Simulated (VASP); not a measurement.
# FeO (R-3m) in VASP: a series of runs, part 2 of 2

VASP 6.6.1.

## Step 4: Single point, PBE

INCAR reads:

```
PREC     = Accurate       # precision mode
ENCUT    = 600            # plane-wave cutoff, eV
EDIFF    = 1E-6           # SCF threshold, eV
ISMEAR   = -1             # smearing method
SIGMA    = 0.05           # smearing width, eV
LREAL    = F              # projectors in reciprocal space
LASPH    = T              # aspherical terms in the spheres
NELM     = 120            # most SCF steps
ALGO     = Normal         # electronic algorithm
ISIF     = 2              # what is computed and relaxed
LWAVE    = F              # write WAVECAR
LCHARG   = F              # write CHGCAR
GGA      = PE             # functional
NBANDS   = 18             # bands
GGA_COMPAT= F
```

KPOINTS reads:

```
Automatic mesh
0
Gamma
  11 11 11
```

POSCAR reads:

```
FeO
1.0
    1.5176821100      0.8762341800      2.5157945800
   -1.5176821100      0.8762341800      2.5157945800
    0.0000000000     -1.7524683500      2.5157945800
Fe O
1 1
Direct
    0.0000000000      0.0000000000      0.0000000000
    0.5000000000      0.5000000000      0.5000000000
```

Potentials or basis: VASP PAW PBE potentials, release 64 (Fe_sv, O).

Launch:

```sh
> cat potpaw_PBE.64/Fe_sv/POTCAR potpaw_PBE.64/O/POTCAR > POTCAR
> mpirun -np 1 vasp_std > vasp.out
```

OUTCAR:

```text
PREC = Accurate
   ENCUT = 600
   EDIFF = 1E-6
   ISMEAR = -1
   LREAL = F
   LASPH = T
   NELM = 120
   ISIF = 2
   GGA = PE

 ion  position               nearest neighbor table
   1  0.000  0.000  0.000-   2 2.16   2 2.16   2 2.16   2 2.16   2 2.16   2 2.16
   2  0.500  0.500  0.500-   1 2.16   1 2.16   1 2.16   1 2.16   1 2.16   1 2.16

  LATTYP: Found a trigonal (rhomboedric) cell.
 ALAT       =     3.0660019070
 COS(alpha) =     0.5099427872

  Lattice vectors:

 A1 = (   1.5176821100,   0.8762341800,   2.5157945800)
 A2 = (  -1.5176821100,   0.8762341800,   2.5157945800)
 A3 = (   0.0000000000,  -1.7524683500,   2.5157945800)

Analysis of symmetry for initial positions (statically):
=====================================================================
 Subroutine PRICEL returns:
 Original cell was already a primitive cell.

 Routine SETGRP: Setting up the symmetry group for a
 trigonal (rhombohedral) supercell.

 Subroutine GETGRP returns: Found 12 space group operations
 (whereof 12 operations were pure point group operations)
 out of a pool of 12 trial point group operations.

The static configuration has the point symmetry D_3d.
[... 5 lines left out ...]

 Routine SETGRP: Setting up the symmetry group for a
 trigonal (rhombohedral) supercell.

 Subroutine GETGRP returns: Found 12 space group operations
 (whereof 12 operations were pure point group operations)
 out of a pool of 12 trial point group operations.

The dynamic configuration has the point symmetry D_3d.
[... 7 lines left out ...]
                                     Primitive cell

  volume of cell :      20.0737

  direct lattice vectors                    reciprocal lattice vectors
     1.517682110  0.876234180  2.515794580     0.329449755  0.190207905  0.132496244
    -1.517682110  0.876234180  2.515794580    -0.329449755  0.190207905  0.132496244
     0.000000000 -1.752468350  2.515794580     0.000000000 -0.380415809  0.132496245

  length of vectors
     3.066001907  3.066001907  3.066001906     0.402829298  0.402829298  0.402829297

  position of ions in fractional coordinates (direct lattice)
     0.000000000  0.000000000  0.000000000
     0.500000000  0.500000000  0.500000000

  ion indices of the primitive-cell ions
   primitive index   ion index
                 1           1
                 2           2

----------------------------------------------------------------------------------------

 KPOINTS: Automatic mesh

Automatic generation of k-mesh.
 Grid dimensions read from file:
 generate k-points for:   11   11   11

 Generating k-lattice:

  Cartesian coordinates                     Fractional coordinates (reciprocal lattice)
     0.029949978  0.017291628  0.012045113     0.090909091  0.000000000 -0.000000000
    -0.029949978  0.017291628  0.012045113     0.000000000  0.090909091 -0.000000000
     0.000000000 -0.034583255  0.012045113     0.000000000  0.000000000  0.090909091

  Length of vectors
     0.036620845  0.036620845  0.036620845

  Shift w.r.t. Gamma in fractional coordinates (k-lattice)
     0.000000000  0.000000000  0.000000000

 Subroutine IBZKPT returns following result:
 ===========================================

 Found    146 irreducible k-points:

 Following reciprocal coordinates:
            Coordinates               Weight
  0.000000  0.000000  0.000000      1.000000
  0.090909 -0.000000 -0.000000      6.000000
  0.181818  0.000000 -0.000000      6.000000
  0.272727 -0.000000  0.000000      6.000000
  0.363636 -0.000000  0.000000      6.000000
  0.454545  0.000000  0.000000      6.000000
[... 16 lines left out ...]
 -0.272727  0.181818  0.000000     12.000000
 -0.181818  0.181818  0.000000      6.000000
 [... further k-points ...]
   k-points           NKPTS =    146   k-points in BZ     NKDIM =    146   number of bands    NBANDS=     18
   number of dos      NEDOS =    301   number of ions     NIONS =      2
   total plane-waves  NPLWV =  13824
   dimension x,y,z NGX =    24 NGY =   24 NGZ =   24
   dimension x,y,z NGXF=    48 NGYF=   48 NGZF=   48
   ions per type =               1   1
   NGX,Y,Z   is equivalent  to a cutoff of  13.01, 13.01, 13.01 a.u.
   NGXF,Y,Z  is equivalent  to a cutoff of  26.03, 26.03, 26.03 a.u.
 SYSTEM =  unknown system
   PREC   = accura    normal or accurate (medium, high low for compatibility)
   ISTART =      0    job   : 0-new  1-cont  2-samecut
   ICHARG =      2    charge: 1-file 2-atom 10-const
   ISPIN  =      1    spin polarized calculation?
   LNONCOLLINEAR =      F non collinear calculations
   LSORBIT =      F    spin-orbit coupling
   LASPH  =      T    aspherical Exc in radial PAW
   ENCUT  =  600.0 eV  44.10 Ry    6.64 a.u.   6.12  6.12  6.12*2*pi/ulx,y,z
   NELM   =    120;   NELMIN=  2; NELMDL= -5     # of ELM steps
   EDIFF  = 0.1E-05   stopping-criterion for ELM
   LREAL  =      F    real-space projection
   EDIFFG = 0.1E-04   stopping-criterion for IOM
   NSW    =      0    number of steps for IOM
   IBRION =     -1    ionic relax: 0-MD 1-quasi-New 2-CG
   NFREE  =      0    steps in history (QN), initial steepest desc. (CG)
   ISIF   =      2    stress and relaxation
   ISYM   =      2    0-nonsym 1-usesym 2-fastsym
   POTIM  = 0.5000    time-step for ionic-motion
   TEBEG  =    0.0;   TEEND  =   0.0 temperature during run
   PSTRESS=    0.0 pullay stress
   NELECT =      22.0000    total number of electrons
   NUPDOWN=      -1.0000    fix difference up-down
   EMIN   =  10.00;   EMAX   =-10.00  energy-range for DOS
   EFERMI =   0.00;   METHOD = LEGACY
   ISMEAR =    -1;   SIGMA  =   0.05  broadening in eV -4-tet -1-fermi 0-gaus
   EFERMI_NEDOS =   21; number of points for ismear=-14 and -15
   IALGO  =     38    algorithm
   IMIX   =      4    mixing-type and parameters
     AMIX     =   0.40;   BMIX     =  1.00
     AMIX_MAG =   1.60;   BMIX_MAG =  1.00
  volume/ion in A,a.u.               =      10.04        67.73
  Fermi-wavevector in a.u.,A,eV,Ry     =   1.687874  3.189619 38.761872  2.848917
  Thomas-Fermi vector in A             =   2.770281
   LORBIT       =      0    0 simple, 1 ext, 2 COOP (PROOUT), +10 PAW based schemes
   GGA     = PE    functional components
   LHFCALC =     F    Hartree Fock is set to
   AEXX    =    0.0000 exact exchange contribution
   IVDW    =     0    specifies the selected vdW correction
   LEPSILON=     F    determine dielectric tensor
   LRPA    =     F    only Hartree local field effects (RPA)
 non-spin polarized calculation
  energy-cutoff  :      600.00
  volume of cell :       20.07
 maximum number of plane-waves:       680
   NGX = 13   NGY = 13   NGZ = 13

 number of electron      22.0000018 magnetization

 Free energy of the ion-electron system (eV)
  ---------------------------------------------------
  ext. energy  EPLUGINS =         0.00000000
  ---------------------------------------------------
  free energy    TOTEN  =       -13.62409327 eV

  energy without entropy =      -13.56326377  energy(sigma->0) =      -13.59367852

 E-fermi :   9.0744     XC(G=0): -12.5413

 val. band max:        9.0742189637   @ k =  -0.2727   0.3636   0.2727
 cond. band min:       9.0768047134   @ k =  -0.4545   0.4545   0.0000
 fundamental gap:      0.0025857496
 Fermi energy:         9.0743893564

 k-point     1 :       0.0000    0.0000    0.0000
  band No.  band energies     occupation
      1     -77.7194      2.00000
      2     -43.8026      2.00000
      3     -43.7871      2.00000
      4     -43.7871      2.00000
      5     -11.3975      2.00000
      6       5.3534      2.00000
[... 10 lines left out ...]
     17      27.3439      0.00000
     18      27.3439      0.00000

 k-point     2 :       0.0909   -0.0000   -0.0000
  band No.  band energies     occupation
      1     -77.7189      2.00000
      2     -43.8036      2.00000
      3     -43.7921      2.00000
      4     -43.7879      2.00000
      5     -11.3203      2.00000
      6       4.8628      2.00000
[... 10 lines left out ...]
     17      27.0768      0.00000
     18      27.6723      0.00000
[... 442 lines left out ...]
 k-point    24 :      -0.1818    0.1818    0.0000
  band No.  band energies     occupation
      1     -77.7154      2.00000
      2     -43.8210      2.00000
      3     -43.8105      2.00000
      4     -43.7968      2.00000
      5     -10.7327      2.00000
      6       2.5054      2.00000
[... 10 lines left out ...]
     17      25.1122      0.00000
     18      28.1970      0.00000

 [... further k-points ...]

------------------------ aborting loop because EDIFF is reached ----------------------------------------

  FORCE on cell =-STRESS in cart. coord.  units (eV):
  Direction    XX          YY          ZZ          XY          YZ          ZX
  --------------------------------------------------------------------------------------
  -------------------------------------------------------------------------------------
  Total       -3.5038880     -3.5038880     -3.4880391      0.0000000     -0.0000000      0.0000000
  in kB     -279.6619393   -279.6619405   -278.3969686      0.0000000     -0.0000004      0.0000000
  external PRESSURE =    -279.2402828 kB  Pullay stress =       0.0000000 kB

 VOLUME and BASIS-vectors are now :
 -----------------------------------------------------------------------------
  energy-cutoff  :      600.00
  volume of cell :       20.07
      direct lattice vectors                 reciprocal lattice vectors
     1.517682110  0.876234180  2.515794580     0.329449755  0.190207905  0.132496244
    -1.517682110  0.876234180  2.515794580    -0.329449755  0.190207905  0.132496244
     0.000000000 -1.752468350  2.515794580     0.000000000 -0.380415809  0.132496245

 POSITION                                       TOTAL-FORCE (eV/Angst)
 -----------------------------------------------------------------------------------
      0.00000      0.00000      0.00000         0.000000      0.000000     -0.000000
      0.00000      0.00000      3.77369        -0.000000     -0.000000      0.000000
 -----------------------------------------------------------------------------------
    total drift:                               -0.000000     -0.000000     -0.000000

  FREE ENERGIE OF THE ION-ELECTRON SYSTEM (eV)
  ---------------------------------------------------
  free  energy   TOTEN  =       -13.6240932732 eV

  energy  without entropy=      -13.5632637701  energy(sigma->0) =      -13.59367852
```

Run time: 49 s. Hardware: 1 thread of AMD EPYC 9R45 (Zen 5), shared host; peak memory 0.14 GiB.

What came out:

- Free energy: -13.6241 eV
- Pressure: -27.9 GPa
- Band gap on the k mesh: zero (band 11 reaches 9.10 eV, above the bottom of band 12 at 8.28 eV)

Stress tensor (GPa, compression positive):
```
-27.97   0.00   0.00
  0.00 -27.97   0.00
  0.00   0.00 -27.84
```

Levels at points of the mesh, in eV from the Fermi level:
| k point | band 8 | band 9 | band 10 | band 11 | band 12 | band 13 | band 14 | band 15 |
| --- | --- | --- | --- | --- | --- | --- | --- | --- |
| (0.00, 0.00, 0.00) | -3.63 | -1.33 | -1.25 | -1.25 | -0.79 | -0.79 | 0.94 | 16.03 |

Caveat: the run has no spin polarisation, though such a crystal can be magnetic; semilocal functionals often make such compounds metallic where correlation or magnetic order opens a gap, which also shifts bond lengths.

## Step 5: Summary

```csv
potentials or basis,spin,fixed moment (μB),k mesh,cutoff (eV),second run,pressure (GPa),moment (μB)
"VASP PAW PBE potentials, release 64 (Fe, O)","collinear, ferromagnetic start",4.5,9 × 9 × 9,520,-,10.8,4.50
"VASP PAW PBE potentials, release 64 (Fe, O)","collinear, ferromagnetic start",6.0,9 × 9 × 9,520,-,54.3,6.00
"VASP PAW PBE potentials, release 64 (Fe_sv, O)",off,-,11 × 11 × 11,600,valence_matched,-27.9,-
```

Alike in all rows: task single point; level PBE; cell as given; smearing fermi-dirac 0.05 eV.

Caveats: the total moment is fixed, so each spin has its own Fermi level (some runs); a cell with one magnetic atom can't hold antiferromagnetic order, which such compounds often take (some runs); semilocal functionals often make such compounds metallic where correlation or magnetic order opens a gap, which also shifts bond lengths (some runs).

Absolute energies hang on the potentials; compare differences alone.
